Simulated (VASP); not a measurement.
Crystal: Te.

```
Te
1.0
     4.61821    0.00000    0.00000
    -2.30910    3.99949    0.00000
     0.00000    0.00000    5.88511
Te
3
Direct
  0.00000 0.25573 0.33333
  0.25573 0.00000 0.66667
  0.74427 0.74427 0.00000
```

| Property | Result |
| --- | --- |
| Program | VASP 6.6.1 |
| Task | relaxation of cell and atoms |
| Functional | PBEsol |
| Potentials or basis | VASP PAW PBE potentials, release 64 (Te) |
| Cutoff | 600 eV |
| k mesh | 9 × 9 × 6 |
| Occupations | gaussian, width 0.02 eV |
| Spin | no spin polarisation |

At the start: pressure -1.5 GPa; volume 36.23 Å³/atom.

Question: How do energy, volume and symmetry change on relaxing?

Answer: Over 14 steps the energy falls by 40.8 meV/atom and the volume is 32.05 Å³/atom (-11.5 %); space group P3_221 (No. 154, to 0.1 Å) before and after.

Step by step:
```tsv
step	energy change (eV)	largest force (eV/Å)	pressure (GPa)	volume (Å³)
1	0.0000	0.1742	-1.53	108.70
2	-0.0295	0.4521	0.45	103.33
3	-0.0295	0.4509	0.44	103.36
4	-0.0595	0.3770	0.49	101.48
5	-0.1090	0.2013	1.13	95.90
6	-0.1102	0.1585	1.47	94.40
7	-0.1031	0.1359	-1.73	98.78
8	-0.1223	0.0141	-0.04	96.29
9	-0.1223	0.0167	-0.01	96.26
10	-0.1223	0.0135	0.00	96.23
11	-0.1224	0.0043	0.01	96.14
12	-0.1224	0.0034	0.01	96.13
13	-0.1224	0.0024	-0.04	96.19
14	-0.1224	0.0009	-0.01	96.16
```

Final structure:
```
Te
1.0
     4.31576    0.00000    0.00000
    -2.15788    3.73756    0.00000
     0.00000    0.00000    5.96124
Te
3
Direct
  0.00000 0.28455 0.33333
  0.28455 0.00000 0.66667
  0.71545 0.71545 0.00000
```

Caveat: the PAW data sets were made with another functional, which shifts forces and pressure a little.
